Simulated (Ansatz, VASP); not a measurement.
SrTlI3 in VASP and in Ansatz

Contents of POSCAR:

```
SrTlI3
1.0
    6.3924481500      0.0000000000      0.0000000000
    0.0000000000      6.3924481500      0.0000000000
    0.0000000000      0.0000000000      6.3466238156
Tl Sr I
1 1 3
Direct
    0.0000000000      0.0000000000      0.0000000000
    0.5000000000      0.5000000000      0.5000000000
    0.5000000000      0.5000000000      0.0000000000
    0.5000000000      0.0000000000      0.5000000000
    0.0000000000      0.5000000000      0.5000000000
```

INCAR.step1

```
SYSTEM = SrTlI3
ALGO = Normal ; EDIFF = 1E-4
ENCUT = 520 ; GGA = PE
ISMEAR = 0 ; LASPH = .True.
LCHARG = .False. ; LREAL = .False.
LWAVE = .True. ; NBANDS = 30
NELM = 100 ; PREC = Accurate
SIGMA = 0.01
```

File INCAR.step2:

```
SYSTEM = SrTlI3
ALGO = Normal ; EDIFF = 1E-6
ENCUT = 520 ; ISIF = 2
ISMEAR = 0 ; ISTART = 1
LASPH = .True. ; LCHARG = .True.
LELF = .True. ; LMIXTAU = .True.
LREAL = .False. ; LVHAR = .True.
LWAVE = .False. ; METAGGA = R2SCAN
NBANDS = 30 ; NELM = 100
PREC = Accurate ; SIGMA = 0.01
```

Contents of KPOINTS:

```
k-points
0
Gamma
  4 4 4
  0 0 0
```

Input for Ansatz:

```yaml
crystal:
  lattice:
    - [6.39244815, 0.0, 0.0]
    - [0.0, 6.39244815, 0.0]
    - [0.0, 0.0, 6.3466238156]
  atoms:
    - { symbol: Tl, position: [0.0, 0.0, 0.0] }
    - { symbol: Sr, position: [0.5, 0.5, 0.5] }
    - { symbol: I, position: [0.5, 0.5, 0.0] }
    - { symbol: I, position: [0.5, 0.0, 0.5] }
    - { symbol: I, position: [0.0, 0.5, 0.5] }
kpoints:
  mp_grid: { grid: [4, 4, 4] }
  band_path:
    path:
      - [0.0, 0.0, 0.0]
      - [0.0, 0.5, 0.0]
      - [0.5, 0.5, 0.0]
      - [0.5, 0.5, 0.5]
      - [0.0, 0.0, 0.5]
    npoints: 1
hamiltonian:
  xc: r2scan
scf:
  occupations: { method: fixed }
  n_extra_bands: 5
output:
  forces: true
  stress: true
  eigenvalues: true
  write_density: true
  write_potential: true
  elf: true
  volumetric_format: npy
```

Change from the starting cell: epitaxial_xy strain +0.5%.

Alike in both runs: task single point; functional r2SCAN; k mesh 4 × 4 × 4; no spin polarisation.

|  | VASP | Ansatz |
| --- | --- | --- |
| version | VASP 6.6.1 | Ansatz 0.2.0 |
| potentials or method | VASP PAW PBE potentials, release 64 (Tl_d, Sr_sv, I) | plane waves, PAW |
| plane-wave cutoff (eV) | 520 | 500 |
| occupations | gaussian, width 0.01 eV | fixed |
| valence electrons in the cell | 44 | 74 |

```tsv
	VASP	Ansatz	Ansatz less VASP
gap on the k mesh at the Fermi level (eV)	2.90	2.91	+0.006
pressure (GPa)	-0.1	-0.1	-0.02
traceless stress, the component that is largest in VASP (GPa)	0.16	0.15	-0.002
```

VASP's potentials were made for PBE, not for r2SCAN. VASP's potentials hold 44 valence electrons a cell and Ansatz's 74, so a difference there can come from the potentials and not from the codes.

Spin-orbit coupling is off throughout.
